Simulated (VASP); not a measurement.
# MoOs (P-6m2) in VASP: further runs

MoOs is run at these levels: LDA; tasks: single point.

Everything below comes from runs of VASP 6.6.1. Logs are shortened: lines on timing, memory, paths and dates and some standing lists are left out, and cuts for length are marked.

### Step 1. The cell of the first run

The structure is hexagonal, space group P-6m2 (No. 187). Conventional cell: a = 2.937 Å, b = 2.937 Å, c = 4.044 Å, α = 90.00°, β = 90.00°, γ = 120.00°. Within 3.5 Å of Mo (site symmetry -6m2) lie 6 Os at 2.64 Å and 6 Mo at 2.94 Å. Within 3.5 Å of Os (site symmetry -6m2) lie 6 Mo at 2.64 Å and 6 Os at 2.94 Å.

### Step 2. Single point, LDA

Contents of INCAR:

```
SYSTEM = MoOs
PREC = Accurate ; ENCUT = 560
EDIFF = 1E-6 ; ISMEAR = 0
SIGMA = 0.15 ; LREAL = .FALSE.
LASPH = .TRUE. ; NELM = 120
ALGO = Normal ; ISIF = 2
LWAVE = .FALSE. ; LCHARG = .FALSE.
NBANDS = 22 ; GGA_COMPAT = .FALSE.
```

Contents of KPOINTS:

```
regular mesh
0
G
  21 21 12
  0 0 0
```

Contents of POSCAR:

```
MoOs
1.0
    2.9366082133      0.0000000000      0.0000000000
   -1.4683041067      2.5431773137      0.0000000000
    0.0000000000      0.0000000000      4.0442575815
Mo Os
1 1
Direct
    0.6666666667      0.3333333333      0.5000000000
    0.3333333333      0.6666666667      0.0000000000
```

Potentials or basis: VASP PAW LDA potentials, release 64 (Mo_sv, Os_sv_GW).

On the command line:

```
cat potpaw_LDA.64/Mo_sv/POTCAR potpaw_LDA.64/Os_sv_GW/POTCAR > POTCAR
mpirun -np 1 vasp_std > vasp.out
```

OUTCAR:

```text
SYSTEM = MoOs
   PREC = Accurate
   ENCUT = 560
   EDIFF = 1E-6
   ISMEAR = 0
   LREAL = .FALSE.
   LASPH = .TRUE.
   NELM = 120
   ISIF = 2

 ion  position               nearest neighbor table
   1  0.667  0.333  0.500-   2 2.64   2 2.64   2 2.64   2 2.64   2 2.64   2 2.64
   2  0.333  0.667  0.000-   1 2.64   1 2.64   1 2.64   1 2.64   1 2.64   1 2.64

  LATTYP: Found a hexagonal cell.
 ALAT       =     2.9366082133
 C/A-ratio  =     1.3771866343

  Lattice vectors:

 A1 = (   2.9366082133,   0.0000000000,   0.0000000000)
 A2 = (  -1.4683041067,   2.5431773137,   0.0000000000)
 A3 = (   0.0000000000,   0.0000000000,   4.0442575815)

Analysis of symmetry for initial positions (statically):
=====================================================================
 Subroutine PRICEL returns:
 Original cell was already a primitive cell.

 Routine SETGRP: Setting up the symmetry group for a
 hexagonal supercell.

 Subroutine GETGRP returns: Found 12 space group operations
 (whereof 12 operations were pure point group operations)
 out of a pool of 24 trial point group operations.

The static configuration has the point symmetry D_3h.

Analysis of symmetry for dynamics (positions and initial velocities):
=====================================================================
 Subroutine PRICEL returns:
 Original cell was already a primitive cell.

 Routine SETGRP: Setting up the symmetry group for a
 hexagonal supercell.

 Subroutine GETGRP returns: Found 12 space group operations
 (whereof 12 operations were pure point group operations)
 out of a pool of 24 trial point group operations.

The dynamic configuration has the point symmetry D_3h.

 Subroutine INISYM returns: Found 12 space group operations
 (whereof 12 operations are pure point group operations),
 and found     1 'primitive' translations

----------------------------------------------------------------------------------------

                                     Primitive cell

  volume of cell :      30.2038

  direct lattice vectors                    reciprocal lattice vectors
     2.936608213  0.000000000  0.000000000     0.340528912  0.196604459  0.000000000
    -1.468304107  2.543177314  0.000000000     0.000000000  0.393208918  0.000000000
     0.000000000  0.000000000  4.044257582     0.000000000  0.000000000  0.247264171

  length of vectors
     2.936608213  2.936608213  4.044257582     0.393208918  0.393208918  0.247264171

  position of ions in fractional coordinates (direct lattice)
     0.666666667  0.333333333  0.500000000
     0.333333333  0.666666667  0.000000000

  ion indices of the primitive-cell ions
   primitive index   ion index
                 1           1
                 2           2

----------------------------------------------------------------------------------------

 KPOINTS: regular mesh

Automatic generation of k-mesh.
 Grid dimensions read from file:
 generate k-points for:   21   21   12

 Generating k-lattice:

  Cartesian coordinates                     Fractional coordinates (reciprocal lattice)
     0.016215662  0.009362117  0.000000000     0.047619048  0.000000000  0.000000000
     0.000000000  0.018724234  0.000000000     0.000000000  0.047619048  0.000000000
     0.000000000  0.000000000  0.020605348     0.000000000  0.000000000  0.083333333

  Length of vectors
     0.018724234  0.018724234  0.020605348

  Shift w.r.t. Gamma in fractional coordinates (k-lattice)
     0.000000000  0.000000000  0.000000000

 Subroutine IBZKPT returns following result:
 ===========================================

 Found    336 irreducible k-points:

 Following reciprocal coordinates:
            Coordinates               Weight
  0.000000  0.000000  0.000000      1.000000
  0.047619 -0.000000  0.000000      6.000000
  0.095238  0.000000  0.000000      6.000000
  0.142857 -0.000000  0.000000      6.000000
  0.190476  0.000000  0.000000      6.000000
  0.238095 -0.000000  0.000000      6.000000
[... 16 lines left out ...]
  0.142857  0.095238  0.000000     12.000000
  0.190476  0.095238  0.000000     12.000000
 [... further k-points ...]
   k-points           NKPTS =    336   k-points in BZ     NKDIM =    336   number of bands    NBANDS=     22
   number of dos      NEDOS =    301   number of ions     NIONS =      2
   total plane-waves  NPLWV =  18432
   dimension x,y,z NGX =    24 NGY =   24 NGZ =   32
   dimension x,y,z NGXF=    48 NGYF=   48 NGZF=   64
   ions per type =               1   1
   NGX,Y,Z   is equivalent  to a cutoff of  13.59, 13.59, 13.15 a.u.
   NGXF,Y,Z  is equivalent  to a cutoff of  27.17, 27.17, 26.31 a.u.
 SYSTEM =  MoOs
   PREC   = accura    normal or accurate (medium, high low for compatibility)
   ISTART =      0    job   : 0-new  1-cont  2-samecut
   ICHARG =      2    charge: 1-file 2-atom 10-const
   ISPIN  =      1    spin polarized calculation?
   LNONCOLLINEAR =      F non collinear calculations
   LSORBIT =      F    spin-orbit coupling
   LASPH  =      T    aspherical Exc in radial PAW
   ENCUT  =  560.0 eV  41.16 Ry    6.42 a.u.   5.67  5.67  7.80*2*pi/ulx,y,z
   NELM   =    120;   NELMIN=  2; NELMDL= -5     # of ELM steps
   EDIFF  = 0.1E-05   stopping-criterion for ELM
   LREAL  =      F    real-space projection
   EDIFFG = 0.1E-04   stopping-criterion for IOM
   NSW    =      0    number of steps for IOM
   IBRION =     -1    ionic relax: 0-MD 1-quasi-New 2-CG
   NFREE  =      0    steps in history (QN), initial steepest desc. (CG)
   ISIF   =      2    stress and relaxation
   ISYM   =      2    0-nonsym 1-usesym 2-fastsym
   POTIM  = 0.5000    time-step for ionic-motion
   TEBEG  =    0.0;   TEEND  =   0.0 temperature during run
   PSTRESS=    0.0 pullay stress
   NELECT =      30.0000    total number of electrons
   NUPDOWN=      -1.0000    fix difference up-down
   EMIN   =  10.00;   EMAX   =-10.00  energy-range for DOS
   EFERMI =   0.00;   METHOD = LEGACY
   ISMEAR =     0;   SIGMA  =   0.15  broadening in eV -4-tet -1-fermi 0-gaus
   EFERMI_NEDOS =   21; number of points for ismear=-14 and -15
   IALGO  =     38    algorithm
   IMIX   =      4    mixing-type and parameters
     AMIX     =   0.40;   BMIX     =  1.00
     AMIX_MAG =   1.60;   BMIX_MAG =  1.00
  volume/ion in A,a.u.               =      15.10       101.91
  Fermi-wavevector in a.u.,A,eV,Ry     =   1.633408  3.086694 36.300653  2.668023
  Thomas-Fermi vector in A             =   2.725218
   LORBIT       =      0    0 simple, 1 ext, 2 COOP (PROOUT), +10 PAW based schemes
   GGA     = CA    functional components
   LHFCALC =     F    Hartree Fock is set to
   AEXX    =    0.0000 exact exchange contribution
   IVDW    =     0    specifies the selected vdW correction
   LEPSILON=     F    determine dielectric tensor
   LRPA    =     F    only Hartree local field effects (RPA)
 non-spin polarized calculation
 Gauss-broadening in eV      SIGMA  =   0.15
  energy-cutoff  :      560.00
  volume of cell :       30.20
 maximum number of plane-waves:       940
 NGX is ok and might be reduce to    24

 number of electron      30.0000002 magnetization

 Free energy of the ion-electron system (eV)
  ---------------------------------------------------
  ext. energy  EPLUGINS =         0.00000000
  ---------------------------------------------------
  free energy    TOTEN  =       -25.29497132 eV

  energy without entropy =      -25.26163494  energy(sigma->0) =      -25.27830313

 E-fermi :  12.3591     XC(G=0): -14.0306

 val. band max:       12.3577241205   @ k =   0.3333   0.1905   0.1667
 cond. band min:      12.3598971818   @ k =   0.2857  -0.0000   0.0833
 fundamental gap:      0.0021730614
 Fermi energy:        12.3590978348

 k-point     1 :       0.0000    0.0000    0.0000
  band No.  band energies     occupation
      1     -73.3202      2.00000
      2     -48.0826      2.00000
      3     -33.0198      2.00000
      4     -32.7807      2.00000
      5     -32.7807      2.00000
      6     -22.3676      2.00000
[... 14 lines left out ...]
     21      23.9588      0.00000
     22      25.4179      0.00000

 k-point     2 :       0.0476   -0.0000    0.0000
  band No.  band energies     occupation
      1     -73.3197      2.00000
      2     -48.0805      2.00000
      3     -33.0181      2.00000
      4     -32.7889      2.00000
      5     -32.7828      2.00000
      6     -22.3672      2.00000
[... 14 lines left out ...]
     21      23.9931      0.00000
     22      25.5615      0.00000

 k-point     3 :       0.0952    0.0000    0.0000
  band No.  band energies     occupation
      1     -73.3185      2.00000
      2     -48.0742      2.00000
      3     -33.0131      2.00000
      4     -32.8129      2.00000
      5     -32.7889      2.00000
      6     -22.3659      2.00000
[... 14 lines left out ...]
     21      24.0681      0.00000
     22      25.9716      0.00000

 k-point     4 :       0.1429   -0.0000    0.0000
  band No.  band energies     occupation
      1     -73.3162      2.00000
      2     -48.0643      2.00000
      3     -33.0051      2.00000
      4     -32.8501      2.00000
      5     -32.7983      2.00000
      6     -22.3638      2.00000
[... 14 lines left out ...]
     21      24.1187      0.00000
     22      26.5387      0.00000

 k-point     5 :       0.1905    0.0000    0.0000
  band No.  band energies     occupation
      1     -73.3132      2.00000
      2     -48.0517      2.00000
      3     -32.9949      2.00000
      4     -32.8969      2.00000
      5     -32.8105      2.00000
      6     -22.3612      2.00000
[... 417 lines left out ...]
 k-point    22 :       0.0952    0.0952    0.0000
  band No.  band energies     occupation
      1     -73.3150      2.00000
      2     -48.0587      2.00000
      3     -33.0006      2.00000
      4     -32.8692      2.00000
      5     -32.8058      2.00000
      6     -22.3627      2.00000
[... 14 lines left out ...]
     21      24.1195      0.00000
     22      26.8022      0.00000

 k-point    23 :       0.1429    0.0952    0.0000
  band No.  band energies     occupation
      1     -73.3119      2.00000
      2     -48.0466      2.00000
      3     -32.9906      2.00000
      4     -32.9110      2.00000
      5     -32.8196      2.00000
      6     -22.3602      2.00000
[... 14 lines left out ...]
     21      24.0488      0.00000
     22      26.7735      0.00000

 k-point    24 :       0.1905    0.0952    0.0000
  band No.  band energies     occupation
      1     -73.3088      2.00000
      2     -48.0330      2.00000
      3     -32.9797      2.00000
      4     -32.9584      2.00000
      5     -32.8352      2.00000
      6     -22.3573      2.00000
[... 14 lines left out ...]
     21      23.8427      0.00000
     22      25.6309      0.00000

 [... further k-points ...]

------------------------ aborting loop because EDIFF is reached ----------------------------------------

  FORCE on cell =-STRESS in cart. coord.  units (eV):
  Direction    XX          YY          ZZ          XY          YZ          ZX
  --------------------------------------------------------------------------------------
  -------------------------------------------------------------------------------------
  Total       -3.8519782     -3.8519782      3.1340851      0.0000000     -0.0000000      0.0000000
  in kB     -204.3303787   -204.3303787    166.2493326      0.0000000     -0.0000000      0.0000000
  external PRESSURE =     -80.8038082 kB  Pullay stress =       0.0000000 kB

 VOLUME and BASIS-vectors are now :
 -----------------------------------------------------------------------------
  energy-cutoff  :      560.00
  volume of cell :       30.20
      direct lattice vectors                 reciprocal lattice vectors
     2.936608213  0.000000000  0.000000000     0.340528912  0.196604459  0.000000000
    -1.468304107  2.543177314  0.000000000     0.000000000  0.393208918  0.000000000
     0.000000000  0.000000000  4.044257582     0.000000000  0.000000000  0.247264171

 POSITION                                       TOTAL-FORCE (eV/Angst)
 -----------------------------------------------------------------------------------
      1.46830      0.84773      2.02213        -0.000000     -0.000000      0.000000
     -0.00000      1.69545      0.00000         0.000000      0.000000      0.000000
 -----------------------------------------------------------------------------------
    total drift:                                0.000000     -0.000000     -0.000000

  FREE ENERGIE OF THE ION-ELECTRON SYSTEM (eV)
  ---------------------------------------------------
  free  energy   TOTEN  =       -25.2949713248 eV

  energy  without entropy=      -25.2616349391  energy(sigma->0) =      -25.27830313
```

It took 95 s on 1 thread of Intel Xeon Platinum 8488C (Sapphire Rapids), shared host; peak memory 0.36 GiB.

Results:

- Free energy: -25.2950 eV
- Pressure: -8.1 GPa
- Band gap on the k mesh: zero (bands 15 and 16 overlap by 2.18 eV)

Caveat: the stress differs along the axes, from -20 to 17 GPa; spin-orbit coupling is left out, which moves the levels of the heavy elements.

### Step 3. Single point, LDA

This run uses another cell than the first one, of the same volume but with other edges.

Contents of INCAR:

```
SYSTEM = MoOs
PREC     = Accurate       ! precision mode
ENCUT    = 560            ! plane-wave cutoff, eV
EDIFF    = 1E-6           ! SCF threshold, eV
ISMEAR   = 0              ! smearing method
SIGMA    = 0.15           ! smearing width, eV
LREAL    = .False.        ! projectors in reciprocal space
LASPH    = .True.         ! aspherical terms in the spheres
NELM     = 120            ! most SCF steps
ALGO     = Normal         ! electronic algorithm
ISIF     = 2              ! what is computed and relaxed
LWAVE    = .False.        ! write WAVECAR
LCHARG   = .True.         ! write CHGCAR
GGA      = CA             ! functional
LELF     = .True.         ! ELF
LVHAR    = .True.       
NBANDS   = 22             ! bands
GGA_COMPAT= .False.
```

Contents of KPOINTS:

```
regular mesh
0
Gamma
  21 21 12
  0 0 0
```

Contents of POSCAR:

```
MoOs
1.0
    2.8601559164      0.0000000000      0.0000000000
   -1.4300779582      2.4769676824      0.0000000000
    0.0000000000      0.0000000000      4.2633541413
Mo Os
1 1
Direct
    0.6666666667      0.3333333333      0.5000000000
    0.3333333333      0.6666666667      0.0000000000
```

Potentials or basis: VASP PAW LDA potentials, release 64 (Mo_sv, Os_sv_GW).

On the command line:

```
cat potpaw_LDA.64/Mo_sv/POTCAR potpaw_LDA.64/Os_sv_GW/POTCAR > POTCAR
mpirun -np 1 vasp_std > vasp.out
```

Wall time 3 min (1 thread of Intel Xeon 6975P-C (Granite Rapids), shared host); peak memory 0.37 GiB.

Results (log left out):

| Quantity | Value |
| --- | --- |
| Free energy | -25.6164 eV |
| Pressure | -13.4 GPa |
| Band gap on the k mesh | zero (bands 15 and 16 overlap by 2.62 eV) |

Stress tensor (GPa, compression positive):
```
-21.69   0.00   0.00
  0.00 -21.69   0.00
  0.00   0.00   3.31
```

Levels at points of the mesh, in eV from the Fermi level:
```
           k point  band 12  band 13  band 14  band 15  band 16  band 17  band 18  band 19
(0.00, 0.00, 0.00)    -2.13    -0.84    -0.84    -0.68    -0.37    -0.37     2.00     2.94
(0.00, 0.00, 0.50)    -2.53    -2.23    -1.79    -1.79    -1.17     1.87     1.87     2.67
```

Caveat: the stress differs along the axes, from -22 to 3 GPa; spin-orbit coupling is left out, which moves the levels of the heavy elements.
